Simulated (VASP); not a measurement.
# SiO2 (Stishovite) (P4_2/mnm) in VASP: further runs, part 2 of 2

VASP 6.6.1. Earlier steps stand in the parts before.

### 3 Single point, PBEsol

This run uses another cell than the first one, of 7.60 Å³/atom, 1.032 times its volume.

Input file INCAR:

```
SYSTEM = SiO2
  PREC = Accurate
  ENCUT = 520
  EDIFF = 1E-6
  ISMEAR = 0
  SIGMA = 0.01
  LREAL = .FALSE.
  LASPH = .TRUE.
  NELM = 100
  ALGO = Normal
  ISIF = 2
  LWAVE = .FALSE.
  LCHARG = .FALSE.
  GGA = PS
  NBANDS = 25
```

Input file KPOINTS:

```
Automatic mesh
0
G
  4 4 6
  0 0 0
```

Input file POSCAR:

```
SiO2
1.0
    4.1492635848      0.0000000000      0.0000000000
    0.0000000000      4.1492635848      0.0000000000
    0.0000000000      0.0000000000      2.6473122127
Si O
2 4
Direct
    0.0000000000      0.0000000000      0.0000000000
    0.5000000000      0.5000000000      0.5000000000
    0.3059000000      0.3059000000      0.0000000000
    0.1941000000      0.8059000000      0.5000000000
    0.6941000000      0.6941000000      0.0000000000
    0.8059000000      0.1941000000      0.5000000000
```

Potentials or basis: VASP PAW PBE potentials, release 64 (Si, O).

Command:

```console
cat potpaw_PBE.64/Si/POTCAR potpaw_PBE.64/O/POTCAR > POTCAR
mpirun -np 1 vasp_std > vasp.out
```

OUTCAR:

```text
SYSTEM = SiO2
   PREC = Accurate
   ENCUT = 520
   EDIFF = 1E-6
   ISMEAR = 0
   LREAL = .FALSE.
   LASPH = .TRUE.
   NELM = 100
   ISIF = 2
   GGA = PS

 ion  position               nearest neighbor table
   1  0.000  0.000  0.000-   4 1.75   6 1.75   4 1.75   6 1.75   5 1.80   3 1.80
   2  0.500  0.500  0.500-   3 1.75   5 1.75   3 1.75   5 1.75   4 1.80   6 1.80
   3  0.306  0.306  0.000-   2 1.75   2 1.75   1 1.80
   4  0.194  0.806  0.500-   1 1.75   1 1.75   2 1.80
   5  0.694  0.694  0.000-   2 1.75   2 1.75   1 1.80
   6  0.806  0.194  0.500-   1 1.75   1 1.75   2 1.80

  LATTYP: Found a simple tetragonal cell.
 ALAT       =     4.1492635848
 C/A-ratio  =     0.6380197735

  Lattice vectors:

 A1 = (   4.1492635848,   0.0000000000,   0.0000000000)
 A2 = (   0.0000000000,   4.1492635848,   0.0000000000)
 A3 = (   0.0000000000,   0.0000000000,   2.6473122127)

Analysis of symmetry for initial positions (statically):
=====================================================================
 Subroutine PRICEL returns:
 Original cell was already a primitive cell.

 Routine SETGRP: Setting up the symmetry group for a
 simple tetragonal supercell.

 Subroutine GETGRP returns: Found 16 space group operations
 (whereof  8 operations were pure point group operations)
 out of a pool of 16 trial point group operations.

The static configuration has the point symmetry D_2h.
 The point group associated with its full space group is D_4h.

Analysis of symmetry for dynamics (positions and initial velocities):
=====================================================================
 Subroutine PRICEL returns:
 Original cell was already a primitive cell.

 Routine SETGRP: Setting up the symmetry group for a
 simple tetragonal supercell.

 Subroutine GETGRP returns: Found 16 space group operations
 (whereof  8 operations were pure point group operations)
[... 130 lines left out ...]
     AMIX_MAG =   1.60;   BMIX_MAG =  1.00
  volume/ion in A,a.u.               =       7.60        51.26
  Fermi-wavevector in a.u.,A,eV,Ry     =   1.455043  2.749632 28.805566  2.117149
  Thomas-Fermi vector in A             =   2.572123
   LORBIT       =      0    0 simple, 1 ext, 2 COOP (PROOUT), +10 PAW based schemes
   GGA     = PS    functional components
   LHFCALC =     F    Hartree Fock is set to
   AEXX    =    0.0000 exact exchange contribution
   IVDW    =     0    specifies the selected vdW correction
   LEPSILON=     F    determine dielectric tensor
   LRPA    =     F    only Hartree local field effects (RPA)
 non-spin polarized calculation
 Gauss-broadening in eV      SIGMA  =   0.01
  energy-cutoff  :      520.00
  volume of cell :       45.58
 maximum number of plane-waves:      1254
 NGX is ok and might be reduce to    32
   NGX = 15   NGY = 15   NGZ =  9

 number of electron      31.9999976 magnetization

 Free energy of the ion-electron system (eV)
  ---------------------------------------------------
  ext. energy  EPLUGINS =         0.00000000
  ---------------------------------------------------
  free energy    TOTEN  =       -48.92099649 eV

  energy without entropy =      -48.92099649  energy(sigma->0) =      -48.92099649

 E-fermi :   8.6025     XC(G=0): -12.6414

 val. band max:        8.4701846016   @ k =   0.0000   0.0000   0.0000
 cond. band min:      14.4294245624   @ k =   0.0000   0.0000   0.0000
 fundamental gap:      5.9592399608
 Fermi energy:         8.6025323692

 k-point     1 :       0.0000    0.0000    0.0000
  band No.  band energies     occupation
      1     -14.3372      2.00000
      2     -10.5366      2.00000
      3     -10.5366      2.00000
      4     -10.2903      2.00000
      5      -2.6043      2.00000
      6       1.8382      2.00000
[... 661 lines left out ...]
     24      22.3268      0.00000
     25      24.3742      0.00000

------------------------ aborting loop because EDIFF is reached ----------------------------------------

  FORCE on cell =-STRESS in cart. coord.  units (eV):
  Direction    XX          YY          ZZ          XY          YZ          ZX
  --------------------------------------------------------------------------------------
  -------------------------------------------------------------------------------------
  Total        3.0759762      3.0759762      4.2092100     -0.0000000      0.0000000      0.0000000
  in kB      108.1300354    108.1300354    147.9666913     -0.0000000      0.0000000      0.0000000
  external PRESSURE =     121.4089207 kB  Pullay stress =       0.0000000 kB

 VOLUME and BASIS-vectors are now :
 -----------------------------------------------------------------------------
  energy-cutoff  :      520.00
  volume of cell :       45.58
      direct lattice vectors                 reciprocal lattice vectors
     4.149263585  0.000000000  0.000000000     0.241006622  0.000000000  0.000000000
     0.000000000  4.149263585  0.000000000     0.000000000  0.241006622  0.000000000
     0.000000000  0.000000000  2.647312213     0.000000000  0.000000000  0.377741619

 POSITION                                       TOTAL-FORCE (eV/Angst)
 -----------------------------------------------------------------------------------
      0.00000      0.00000      0.00000         0.000000      0.000000      0.000000
      2.07463      2.07463      1.32366         0.000000      0.000000      0.000000
      1.26926      1.26926      0.00000        -0.164540     -0.164540      0.000000
      0.80537      3.34389      1.32366         0.164540     -0.164540      0.000000
      2.88000      2.88000      0.00000         0.164540      0.164540      0.000000
      3.34389      0.80537      1.32366        -0.164540      0.164540      0.000000
 -----------------------------------------------------------------------------------
    total drift:                                0.000000      0.000000     -0.000000

  FREE ENERGIE OF THE ION-ELECTRON SYSTEM (eV)
  ---------------------------------------------------
  free  energy   TOTEN  =       -48.9209964949 eV

  energy  without entropy=      -48.9209964949  energy(sigma->0) =      -48.92099649
```

Wall time 37 s (1 thread of AMD EPYC 7R13, shared host); peak memory 0.13 GiB.

What came out:

| Item | Value |
| --- | --- |
| Free energy | -48.9210 eV |
| Pressure | 12.1 GPa |
| Largest force | 0.233 eV/Å |
| Band gap on the k mesh | 5.96 eV, direct |

Forces in eV/Å, atoms in the order of the input:
```
Si   0.000  0.000  0.000
Si   0.000  0.000  0.000
O   -0.165 -0.165  0.000
O    0.165 -0.165  0.000
O    0.165  0.165  0.000
O   -0.165  0.165  0.000
```

Levels at points of the mesh, in eV from the valence-band top:
```csv
k point,band 13,band 14,band 15,band 16,band 17,band 18,band 19,band 20
"(0.00, 0.00, 0.00)",-2.55,-0.90,-0.90,0.00,5.96,6.61,8.53,8.53
"(0.50, 0.00, 0.00)",-2.75,-2.75,-1.11,-1.11,7.95,7.95,9.10,9.10
"(0.50, 0.50, 0.00)",-2.76,-2.76,-2.39,-2.39,7.60,7.60,10.14,10.14
"(0.00, 0.00, 0.50)",-3.25,-3.25,-2.80,-2.80,9.31,9.31,12.67,12.67
"(0.50, 0.00, 0.50)",-2.36,-2.36,-1.84,-1.84,8.91,8.91,9.97,9.97
"(0.50, 0.50, 0.50)",-1.83,-1.83,-1.62,-1.62,7.36,7.36,10.99,10.99
```

Caveat: the PAW data sets were made with another functional, which shifts forces and pressure a little. PBEsol gaps usually lie below the measured ones, often by a third to a half.

### 4 Single point, PBEsol

This run uses another cell than the first one, of 7.83 Å³/atom, 1.063 times its volume.

Input file INCAR:

```
PREC = Accurate
ENCUT = 520
EDIFF = 1E-6
ISMEAR = 0
SIGMA = 0.01
LREAL = F
LASPH = T
NELM = 60
ALGO = Normal
ISIF = 2
LWAVE = F
LCHARG = T
GGA = PS
LELF = T
LVHAR = T
NBANDS = 25
```

Input file KPOINTS:

```
regular mesh
0
Gamma
  4 4 6
```

Edit POSCAR of step 3 so:

```diff
@@ -2,5 +2,5 @@
 1.0
-    4.1492635848      0.0000000000      0.0000000000
-    0.0000000000      4.1492635848      0.0000000000
-    0.0000000000      0.0000000000      2.6473122127
+    4.1911781750      0.0000000000      0.0000000000
+    0.0000000000      4.1911781750      0.0000000000
+    0.0000000000      0.0000000000      2.6740545501
 Si O
```

Potentials or basis: VASP PAW PBE potentials, release 64 (Si, O).

Command:

```console
cat potpaw_PBE.64/Si/POTCAR potpaw_PBE.64/O/POTCAR > POTCAR
mpirun -np 1 vasp_std > vasp.out
```

OUTCAR:

```text
PREC = Accurate
   ENCUT = 520
   EDIFF = 1E-6
   ISMEAR = 0
   LREAL = F
   LASPH = T
   NELM = 60
   ISIF = 2
   GGA = PS

 ion  position               nearest neighbor table
   1  0.000  0.000  0.000-   4 1.76   6 1.76   4 1.76   6 1.76   5 1.81   3 1.81
   2  0.500  0.500  0.500-   3 1.76   5 1.76   3 1.76   5 1.76   4 1.81   6 1.81
   3  0.306  0.306  0.000-   2 1.76   2 1.76   1 1.81
   4  0.194  0.806  0.500-   1 1.76   1 1.76   2 1.81
   5  0.694  0.694  0.000-   2 1.76   2 1.76   1 1.81
   6  0.806  0.194  0.500-   1 1.76   1 1.76   2 1.81

  LATTYP: Found a simple tetragonal cell.
 ALAT       =     4.1911781750
 C/A-ratio  =     0.6380197735

  Lattice vectors:

 A1 = (   4.1911781750,   0.0000000000,   0.0000000000)
 A2 = (   0.0000000000,   4.1911781750,   0.0000000000)
 A3 = (   0.0000000000,   0.0000000000,   2.6740545501)

Analysis of symmetry for initial positions (statically):
=====================================================================
 Subroutine PRICEL returns:
 Original cell was already a primitive cell.

[... 182 lines left out ...]
 cond. band min:      13.4669471331   @ k =   0.0000   0.0000   0.0000
 fundamental gap:      5.4150264474
 Fermi energy:         8.1047886443

 k-point     1 :       0.0000    0.0000    0.0000
  band No.  band energies     occupation
      1     -14.4337      2.00000
      2     -10.7908      2.00000
      3     -10.7908      2.00000
      4     -10.5526      2.00000
      5      -2.8440      2.00000
      6       1.5889      2.00000
[... 661 lines left out ...]
     24      21.8278      0.00000
     25      23.5581      0.00000

------------------------ aborting loop because EDIFF is reached ----------------------------------------

  FORCE on cell =-STRESS in cart. coord.  units (eV):
  Direction    XX          YY          ZZ          XY          YZ          ZX
  --------------------------------------------------------------------------------------
  -------------------------------------------------------------------------------------
  Total        0.3356778      0.3356778      0.8219843      0.0000000      0.0000000      0.0000000
  in kB       11.4496097     11.4496097     28.0370030      0.0000000      0.0000000      0.0000000
  external PRESSURE =      16.9787408 kB  Pullay stress =       0.0000000 kB

 VOLUME and BASIS-vectors are now :
 -----------------------------------------------------------------------------
  energy-cutoff  :      520.00
  volume of cell :       46.97
      direct lattice vectors                 reciprocal lattice vectors
     4.191178175  0.000000000  0.000000000     0.238596394  0.000000000  0.000000000
     0.000000000  4.191178175  0.000000000     0.000000000  0.238596394  0.000000000
     0.000000000  0.000000000  2.674054550     0.000000000  0.000000000  0.373963949

 POSITION                                       TOTAL-FORCE (eV/Angst)
 -----------------------------------------------------------------------------------
      0.00000      0.00000      0.00000         0.000000      0.000000      0.000000
      2.09559      2.09559      1.33703         0.000000      0.000000      0.000000
      1.28208      1.28208      0.00000        -0.015668     -0.015668      0.000000
      0.81351      3.37767      1.33703         0.015668     -0.015668      0.000000
      2.90910      2.90910      0.00000         0.015668      0.015668      0.000000
      3.37767      0.81351      1.33703        -0.015668      0.015668      0.000000
 -----------------------------------------------------------------------------------
    total drift:                                0.000000      0.000000     -0.000000

  FREE ENERGIE OF THE ION-ELECTRON SYSTEM (eV)
  ---------------------------------------------------
  free  energy   TOTEN  =       -48.9833454875 eV

  energy  without entropy=      -48.9833454875  energy(sigma->0) =      -48.98334549
```

OSZICAR:

```text
N       E                     dE             d eps       ncg     rms          rms(c)
DAV:   1     0.132180676696E+03    0.13218E+03   -0.17613E+04  1208   0.123E+03
DAV:   2    -0.460794943619E+02   -0.17826E+03   -0.17069E+03  1497   0.278E+02
DAV:   3    -0.531371379426E+02   -0.70576E+01   -0.70268E+01  1617   0.523E+01
DAV:   4    -0.531824982398E+02   -0.45360E-01   -0.45351E-01  1406   0.489E+00
DAV:   5    -0.531828529234E+02   -0.35468E-03   -0.35463E-03  1628   0.404E-01    0.169E+01
DAV:   6    -0.490075062620E+02    0.41753E+01   -0.11534E+01  1523   0.226E+01    0.808E+00
DAV:   7    -0.489919748818E+02    0.15531E-01   -0.60305E-01  1426   0.455E+00    0.297E+00
DAV:   8    -0.489831523624E+02    0.88225E-02   -0.22526E-02  1563   0.131E+00    0.990E-01
DAV:   9    -0.489832601386E+02   -0.10778E-03   -0.52473E-03  1557   0.613E-01    0.253E-01
DAV:  10    -0.489833540441E+02   -0.93905E-04   -0.27065E-04  1504   0.121E-01    0.447E-02
DAV:  11    -0.489833455269E+02    0.85172E-05   -0.41557E-05  1551   0.465E-02    0.928E-03
DAV:  12    -0.489833454875E+02    0.39335E-07   -0.30092E-06  1360   0.128E-02
   1 F= -.48983345E+02 E0= -.48983345E+02  d E =-.427102E-16
```

It took 38 s on 1 thread of AMD EPYC 7R13, shared host; peak memory 0.13 GiB.

Results:

```
Free energy            : -48.9833 eV
Pressure               : 1.7 GPa
Largest force          : 0.022 eV/Å
Band gap on the k mesh : 5.42 eV, direct
```

Forces in eV/Å, atoms in the order of the input:
```
Si   0.000  0.000  0.000
Si   0.000  0.000  0.000
O   -0.016 -0.016  0.000
O    0.016 -0.016  0.000
O    0.016  0.016  0.000
O   -0.016  0.016  0.000
```

Levels at points of the mesh, in eV from the valence-band top:
```
           k point  band 13  band 14  band 15  band 16  band 17  band 18  band 19  band 20
(0.00, 0.00, 0.00)    -2.52    -0.89    -0.89     0.00     5.42     6.50     8.28     8.28
(0.50, 0.00, 0.00)    -2.69    -2.69    -1.08    -1.08     7.55     7.55     8.86     8.86
(0.50, 0.50, 0.00)    -2.69    -2.69    -2.29    -2.29     7.24     7.24     9.85     9.85
(0.00, 0.00, 0.50)    -3.10    -3.10    -2.69    -2.69     8.90     8.90    12.37    12.37
(0.50, 0.00, 0.50)    -2.29    -2.29    -1.77    -1.77     8.59     8.59     9.64     9.64
(0.50, 0.50, 0.50)    -1.77    -1.77    -1.56    -1.56     6.98     6.98    10.77    10.77
```

Caveat: the PAW data sets were made with another functional, which shifts forces and pressure a little.

### 5 Overview

```csv
cell,gap on the mesh (eV),pressure (GPa),largest force (eV/Å)
"a = 4.106, b = 4.106, c = 2.620 Å, 6 atoms",6.54,24.3,0.47
"a = 4.149, b = 4.149, c = 2.647 Å, 6 atoms",5.96,12.1,0.23
"a = 4.191, b = 4.191, c = 2.674 Å, 6 atoms",5.42,1.7,0.02
```

Alike in all rows: task single point; level PBEsol; potentials or basis VASP PAW PBE potentials, release 64 (Si, O); no spin polarisation; k mesh 4 × 4 × 6; cutoff (eV) 520; smearing gaussian 0.01 eV.

Caveats: the PAW data sets were made with another functional, which shifts forces and pressure a little.

Total energies depend on the potentials used, so only differences within one code and one set of settings carry meaning.
